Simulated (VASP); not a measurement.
# Ti4C in VASP: further runs

Runs on Ti4C. Level: PBE. Tasks: single point.

Program: VASP 6.6.1. These are calculated values, not measurements. Logs are shortened: lines on timing, memory, paths and dates and some standing lists are left out, and cuts for length are marked.

**1. The cell of the first run**

The cell holds a slab with vacuum, 5 atoms: a = 3.255 Å, b = 3.255 Å, c = 20.179 Å, α = 90.00°, β = 90.00°, γ = 90.00°.

**2. Single point, PBE**

INCAR reads:

```
PREC = Accurate ; ENCUT = 520
EDIFF = 1E-7 ; ISMEAR = 0
SIGMA = 0.1 ; LREAL = False
LASPH = True ; NELM = 60
ALGO = Normal ; ISIF = 2
LWAVE = False ; LCHARG = True
LDIPOL = True ; IDIPOL = 3
DIPOL = 0.5 0.5 0.357 ; GGA = PE
LELF = True ; LVHAR = True
LVACPOTAV = True ; NBANDS = 34
```

KPOINTS reads:

```
Automatic mesh
0
Gamma
  8 8 1
```

POSCAR reads:

```
Ti4C
1.0
    3.2553359278      0.0000000000      0.0000000000
    0.0000000000      3.2553359278      0.0000000000
    0.0000000000      0.0000000000     20.1793674396
Ti C
4 1
Direct
    0.5000000000      0.5000000000      0.1982222690
    0.0000000000      0.0000000000      0.2788822782
    0.5000000000      0.5000000000      0.3551865237
    0.0000000000      0.0000000000      0.4301109767
    0.0000000000      0.0000000000      0.5241554364
```

Potentials or basis: VASP PAW PBE potentials, release 64 (Ti_sv, C).

Run with:

```console
$ cat potpaw_PBE.64/Ti_sv/POTCAR potpaw_PBE.64/C/POTCAR > POTCAR
$ mpirun -np 1 vasp_std > vasp.out
```

OUTCAR:

```text
PREC = Accurate
   ENCUT = 520
   EDIFF = 1E-7
   ISMEAR = 0
   LREAL = False
   LASPH = True
   NELM = 60
   ISIF = 2
   GGA = PE

 ion  position               nearest neighbor table
   1  0.500  0.500  0.198-   2 2.82   2 2.82   2 2.82   2 2.82
   2  0.000  0.000  0.279-   3 2.77   3 2.77   3 2.77   3 2.77   1 2.82   1 2.82   1 2.82   1 2.82

   3  0.500  0.500  0.355-   4 2.75   4 2.75   4 2.75   4 2.75   2 2.77   2 2.77   2 2.77   2 2.77

   4  0.000  0.000  0.430-   5 1.90   3 2.75   3 2.75   3 2.75   3 2.75
   5  0.000  0.000  0.524-   4 1.90

  LATTYP: Found a simple tetragonal cell.
 ALAT       =     3.2553359278
 C/A-ratio  =     6.1988587007

  Lattice vectors:

 A1 = (   3.2553359278,   0.0000000000,   0.0000000000)
 A2 = (   0.0000000000,   3.2553359278,   0.0000000000)
 A3 = (   0.0000000000,   0.0000000000,  20.1793674396)

Analysis of symmetry for initial positions (statically):
=====================================================================
 Subroutine PRICEL returns:
 Original cell was already a primitive cell.

 Routine SETGRP: Setting up the symmetry group for a
 simple tetragonal supercell.

 Subroutine GETGRP returns: Found  8 space group operations
 (whereof  8 operations were pure point group operations)
 out of a pool of 16 trial point group operations.

The static configuration has the point symmetry C_4v.

Analysis of symmetry for dynamics (positions and initial velocities):
=====================================================================
 Subroutine PRICEL returns:
 Original cell was already a primitive cell.

 Routine SETGRP: Setting up the symmetry group for a
 simple tetragonal supercell.

 Subroutine GETGRP returns: Found  8 space group operations
 (whereof  8 operations were pure point group operations)
 out of a pool of 16 trial point group operations.

The dynamic configuration has the point symmetry C_4v.

 Subroutine INISYM returns: Found  8 space group operations
 (whereof  8 operations are pure point group operations),
 and found     1 'primitive' translations

----------------------------------------------------------------------------------------

                                     Primitive cell

  volume of cell :     213.8450

  direct lattice vectors                    reciprocal lattice vectors
     3.255335928  0.000000000  0.000000000     0.307187959  0.000000000  0.000000000
     0.000000000  3.255335928  0.000000000     0.000000000  0.307187959  0.000000000
     0.000000000  0.000000000 20.179367440     0.000000000  0.000000000  0.049555567

  length of vectors
     3.255335928  3.255335928 20.179367440     0.307187959  0.307187959  0.049555567

  position of ions in fractional coordinates (direct lattice)
     0.500000000  0.500000000  0.198222269
     0.000000000  0.000000000  0.278882278
     0.500000000  0.500000000  0.355186524
     0.000000000  0.000000000  0.430110977
     0.000000000  0.000000000  0.524155436

  ion indices of the primitive-cell ions
   primitive index   ion index
                 1           1
                 2           2
                 3           3
                 4           4
                 5           5

----------------------------------------------------------------------------------------

 KPOINTS: Automatic mesh

Automatic generation of k-mesh.
 Grid dimensions read from file:
 generate k-points for:    8    8    1

 Generating k-lattice:

  Cartesian coordinates                     Fractional coordinates (reciprocal lattice)
     0.038398495  0.000000000  0.000000000     0.125000000  0.000000000  0.000000000
     0.000000000  0.038398495  0.000000000     0.000000000  0.125000000  0.000000000
     0.000000000  0.000000000  0.049555567     0.000000000  0.000000000  1.000000000

  Length of vectors
     0.038398495  0.038398495  0.049555567

  Shift w.r.t. Gamma in fractional coordinates (k-lattice)
     0.000000000  0.000000000  0.000000000

 Subroutine IBZKPT returns following result:
 ===========================================

 Found     15 irreducible k-points:

 Following reciprocal coordinates:
            Coordinates               Weight
  0.000000  0.000000  0.000000      1.000000
  0.125000  0.000000  0.000000      4.000000
  0.250000  0.000000  0.000000      4.000000
  0.375000  0.000000  0.000000      4.000000
  0.500000  0.000000  0.000000      2.000000
  0.125000  0.125000  0.000000      4.000000
  0.250000  0.125000  0.000000      8.000000
  0.375000  0.125000  0.000000      8.000000
  0.500000  0.125000  0.000000      4.000000
  0.250000  0.250000  0.000000      4.000000
  0.375000  0.250000  0.000000      8.000000
  0.500000  0.250000  0.000000      4.000000
  0.375000  0.375000  0.000000      4.000000
  0.500000  0.375000  0.000000      4.000000
  0.500000  0.500000  0.000000      1.000000
   k-points           NKPTS =     15   k-points in BZ     NKDIM =     15   number of bands    NBANDS=     34
   number of dos      NEDOS =    301   number of ions     NIONS =      5
   total plane-waves  NPLWV =  86400
   dimension x,y,z NGX =    24 NGY =   24 NGZ =  150
   dimension x,y,z NGXF=    48 NGYF=   48 NGZF=  300
   ions per type =               4   1
   NGX,Y,Z   is equivalent  to a cutoff of  12.26, 12.26, 12.36 a.u.
   NGXF,Y,Z  is equivalent  to a cutoff of  24.51, 24.51, 24.72 a.u.
 SYSTEM =  unknown system
   PREC   = accura    normal or accurate (medium, high low for compatibility)
   ISTART =      0    job   : 0-new  1-cont  2-samecut
   ICHARG =      2    charge: 1-file 2-atom 10-const
   ISPIN  =      1    spin polarized calculation?
   LNONCOLLINEAR =      F non collinear calculations
   LSORBIT =      F    spin-orbit coupling
   LASPH  =      T    aspherical Exc in radial PAW
   ENCUT  =  520.0 eV  38.22 Ry    6.18 a.u.   6.05  6.05 37.52*2*pi/ulx,y,z
   NELM   =     60;   NELMIN=  2; NELMDL= -5     # of ELM steps
   EDIFF  = 0.1E-06   stopping-criterion for ELM
   LREAL  =      F    real-space projection
   EDIFFG = 0.1E-05   stopping-criterion for IOM
   NSW    =      0    number of steps for IOM
   IBRION =     -1    ionic relax: 0-MD 1-quasi-New 2-CG
   NFREE  =      0    steps in history (QN), initial steepest desc. (CG)
   ISIF   =      2    stress and relaxation
   ISYM   =      2    0-nonsym 1-usesym 2-fastsym
   POTIM  = 0.5000    time-step for ionic-motion
   TEBEG  =    0.0;   TEEND  =   0.0 temperature during run
   PSTRESS=    0.0 pullay stress
   NELECT =      52.0000    total number of electrons
   NUPDOWN=      -1.0000    fix difference up-down
   EMIN   =  10.00;   EMAX   =-10.00  energy-range for DOS
   EFERMI =   0.00;   METHOD = LEGACY
   ISMEAR =     0;   SIGMA  =   0.10  broadening in eV -4-tet -1-fermi 0-gaus
   EFERMI_NEDOS =   21; number of points for ismear=-14 and -15
   IALGO  =     38    algorithm
   IMIX   =      4    mixing-type and parameters
     AMIX     =   0.40;   BMIX     =  1.00
     AMIX_MAG =   1.60;   BMIX_MAG =  1.00
  volume/ion in A,a.u.               =      42.77       288.62
  Fermi-wavevector in a.u.,A,eV,Ry     =   1.021824  1.930968 14.206181  1.044125
  Thomas-Fermi vector in A             =   2.155470
   LORBIT       =      0    0 simple, 1 ext, 2 COOP (PROOUT), +10 PAW based schemes
   GGA     = PE    functional components
   LHFCALC =     F    Hartree Fock is set to
   AEXX    =    0.0000 exact exchange contribution
   IVDW    =     0    specifies the selected vdW correction
   LEPSILON=     F    determine dielectric tensor
   LRPA    =     F    only Hartree local field effects (RPA)
 non-spin polarized calculation
 Gauss-broadening in eV      SIGMA  =   0.10
  energy-cutoff  :      520.00
  volume of cell :      213.85
 maximum number of plane-waves:      5808
   NGX = 13   NGY = 13   NGZ = 75

 number of electron      52.0000023 magnetization

 dipolmoment           0.000000      0.000000      0.212707 electrons x Angstroem

 Free energy of the ion-electron system (eV)
  ---------------------------------------------------
  ext. energy  EPLUGINS =         0.00000000
  ---------------------------------------------------
  free energy    TOTEN  =       -33.08581625 eV

  energy without entropy =      -33.03754254  energy(sigma->0) =      -33.06167939

 E-fermi :  -0.3995     XC(G=0):  -5.2828

 val. band max:       -0.4072829403   @ k =   0.3750   0.3750   0.0000
 cond. band min:      -0.3771542955   @ k =   0.3750   0.2500   0.0000
 fundamental gap:      0.0301286448
 Fermi energy:        -0.3994848134

 k-point     1 :       0.0000    0.0000    0.0000
  band No.  band energies     occupation
      1     -57.5010      2.00000
      2     -56.7986      2.00000
      3     -56.6643      2.00000
      4     -56.5257      2.00000
      5     -33.8404      2.00000
      6     -33.6579      2.00000
[... 26 lines left out ...]
     33       0.9511      0.00000
     34       1.3586      0.00000

 k-point     2 :       0.1250    0.0000    0.0000
  band No.  band energies     occupation
      1     -57.4990      2.00000
      2     -56.7905      2.00000
      3     -56.6653      2.00000
      4     -56.5290      2.00000
      5     -33.8417      2.00000
      6     -33.6785      2.00000
[... 26 lines left out ...]
     33       1.3073      0.00000
     34       1.4850      0.00000

 k-point     3 :       0.2500    0.0000    0.0000
  band No.  band energies     occupation
      1     -57.4941      2.00000
      2     -56.7683      2.00000
      3     -56.6700      2.00000
      4     -56.5372      2.00000
      5     -33.8458      2.00000
      6     -33.7267      2.00000
[... 26 lines left out ...]
     33       1.3464      0.00000
     34       1.5463      0.00000

 k-point     4 :       0.3750    0.0000    0.0000
  band No.  band energies     occupation
      1     -57.4893      2.00000
      2     -56.7380      2.00000
      3     -56.6823      2.00000
      4     -56.5458      2.00000
      5     -33.8512      2.00000
      6     -33.7732      2.00000
[... 26 lines left out ...]
     33       1.2049      0.00000
     34       1.5103      0.00000

 k-point     5 :       0.5000    0.0000    0.0000
  band No.  band energies     occupation
      1     -57.4872      2.00000
      2     -56.7133      2.00000
      3     -56.6995      2.00000
      4     -56.5495      2.00000
      5     -33.8538      2.00000
      6     -33.7920      2.00000
[... 288 lines left out ...]
 k-point    13 :       0.3750    0.3750    0.0000
  band No.  band energies     occupation
      1     -57.4804      2.00000
      2     -56.7116      2.00000
      3     -56.6865      2.00000
      4     -56.5414      2.00000
      5     -33.8213      2.00000
      6     -33.7638      2.00000
[... 26 lines left out ...]
     33       1.4476      0.00000
     34       2.1887      0.00000

 k-point    14 :       0.5000    0.3750    0.0000
  band No.  band energies     occupation
      1     -57.4789      2.00000
      2     -56.7042      2.00000
      3     -56.6902      2.00000
      4     -56.5406      2.00000
      5     -33.8153      2.00000
      6     -33.7817      2.00000
[... 26 lines left out ...]
     33       1.5198      0.00000
     34       2.3361      0.00000

 k-point    15 :       0.5000    0.5000    0.0000
  band No.  band energies     occupation
      1     -57.4775      2.00000
      2     -56.7026      2.00000
      3     -56.6885      2.00000
      4     -56.5391      2.00000
      5     -33.8043      2.00000
      6     -33.7825      2.00000
[... 26 lines left out ...]
     33       1.6706      0.00000
     34       2.1726      0.00000

------------------------ aborting loop because EDIFF is reached ----------------------------------------

  FORCE on cell =-STRESS in cart. coord.  units (eV):
  Direction    XX          YY          ZZ          XY          YZ          ZX
  --------------------------------------------------------------------------------------
  -------------------------------------------------------------------------------------
  Total       -2.8126269     -2.8126269     -0.0384651      0.0000000      0.0000000      0.0000000
  in kB      -21.0728623    -21.0728623     -0.2881893      0.0000000      0.0000000      0.0000000
  external PRESSURE =     -14.1446380 kB  Pullay stress =       0.0000000 kB

 VOLUME and BASIS-vectors are now :
 -----------------------------------------------------------------------------
  energy-cutoff  :      520.00
  volume of cell :      213.85
      direct lattice vectors                 reciprocal lattice vectors
     3.255335928  0.000000000  0.000000000     0.307187959  0.000000000  0.000000000
     0.000000000  3.255335928  0.000000000     0.000000000  0.307187959  0.000000000
     0.000000000  0.000000000 20.179367440     0.000000000  0.000000000  0.049555567

 POSITION                                       TOTAL-FORCE (eV/Angst)
 -----------------------------------------------------------------------------------
      1.62767      1.62767      4.00000         0.000000      0.000000      0.467732
      0.00000      0.00000      5.62767        -0.000000     -0.000000     -0.322022
      1.62767      1.62767      7.16744         0.000000      0.000000     -0.695302
      0.00000      0.00000      8.67937         0.000000     -0.000000      0.483966
      0.00000      0.00000     10.57713         0.000000     -0.000000      0.065627
 -----------------------------------------------------------------------------------
    total drift:                                0.000000      0.000000     -0.000201

  FREE ENERGIE OF THE ION-ELECTRON SYSTEM (eV)
  ---------------------------------------------------
  free  energy   TOTEN  =       -33.0858162503 eV

  energy  without entropy=      -33.0375425358  energy(sigma->0) =      -33.06167939

 vacuum level on the upper side and lower side of the slab         6.506         2.873
```

Run time: 2 min. Hardware: 1 thread of Intel Xeon 6975P-C (Granite Rapids), shared host; peak memory 0.31 GiB.

Results:

| Property | Result |
| --- | --- |
| Free energy | -33.0858 eV |
| Largest force | 0.695 eV/Å |
| Band gap on the k mesh | zero (band 26 reaches 0.12 eV, above the bottom of band 27 at -0.79 eV) |

Forces in eV/Å, atoms in the order of the input:
```
Ti   0.000  0.000  0.468
Ti   0.000  0.000 -0.322
Ti   0.000  0.000 -0.695
Ti   0.000  0.000  0.484
C    0.000  0.000  0.066
```

Levels at points of the mesh, in eV from the Fermi level:
```tsv
k point	band 22	band 23	band 24	band 25	band 26	band 27	band 28	band 29	band 30	band 31
(0.00, 0.00, 0.00)	-1.67	-0.79	-0.36	0.23	0.52	0.52	0.83	0.92	0.92	1.05
(0.50, 0.00, 0.00)	-1.61	-0.53	-0.28	-0.16	-0.12	0.05	0.67	0.97	1.18	1.34
(0.50, 0.50, 0.00)	-0.92	-0.58	-0.58	-0.53	-0.39	-0.39	0.32	0.32	0.38	1.94
```

**3. Single point, PBE**

INCAR reads:

```
SYSTEM = Ti4C
ALGO = Normal ; DIPOL = 0.5 0.5 0.342
EDIFF = 1E-7 ; ENCUT = 520
GGA = PE ; IDIPOL = 3
ISIF = 2 ; ISMEAR = 0
LASPH = .True. ; LCHARG = .False.
LDIPOL = .True. ; LREAL = .False.
LWAVE = .False. ; NBANDS = 34
NELM = 60 ; PREC = Accurate
SIGMA = 0.1
```

KPOINTS reads:

```
k-points
0
Gamma
  8 8 1
  0 0 0
```

POSCAR, as its differences from that of step 2:

```diff
@@ -12,2 +12,2 @@
     0.0000000000      0.0000000000      0.4301109767
-    0.0000000000      0.0000000000      0.5241554364
+    0.5000000000      0.5000000000      0.4494726345
```

Potentials or basis: VASP PAW PBE potentials, release 64 (Ti_sv, C).

Run with:

```console
$ cat potpaw_PBE.64/Ti_sv/POTCAR potpaw_PBE.64/C/POTCAR > POTCAR
$ mpirun -np 1 vasp_std > vasp.out
```

Run time: 81 s. Hardware: 1 thread of Intel Xeon 6975P-C (Granite Rapids), shared host; peak memory 0.31 GiB.

It converged, with:

```yaml
Free_energy: -38.3974 eV
Largest_force: 2.607 eV/Å
Band_gap_on_the_k_mesh: zero (band 26 reaches 0.38 eV, above the bottom of band 27 at -0.10 eV)
```

Forces in eV/Å, atoms in the order of the input:
```
Ti   0.000  0.000  0.290
Ti   0.000  0.000 -0.802
Ti   0.000  0.000 -2.127
Ti   0.000  0.000  2.607
C    0.000  0.000  0.031
```

Levels at points of the mesh, in eV from the Fermi level:
| k point | band 23 | band 24 | band 25 | band 26 | band 27 | band 28 | band 29 | band 30 |
| --- | --- | --- | --- | --- | --- | --- | --- | --- |
| (0.00, 0.00, 0.00) | -0.90 | -0.26 | -0.26 | 0.20 | 0.69 | 0.95 | 0.95 | 0.95 |
| (0.50, 0.00, 0.00) | -0.74 | -0.46 | -0.17 | 0.13 | 0.20 | 0.32 | 0.84 | 1.24 |
| (0.50, 0.50, 0.00) | -0.63 | -0.63 | -0.22 | -0.22 | 0.03 | 0.04 | 0.04 | 2.00 |
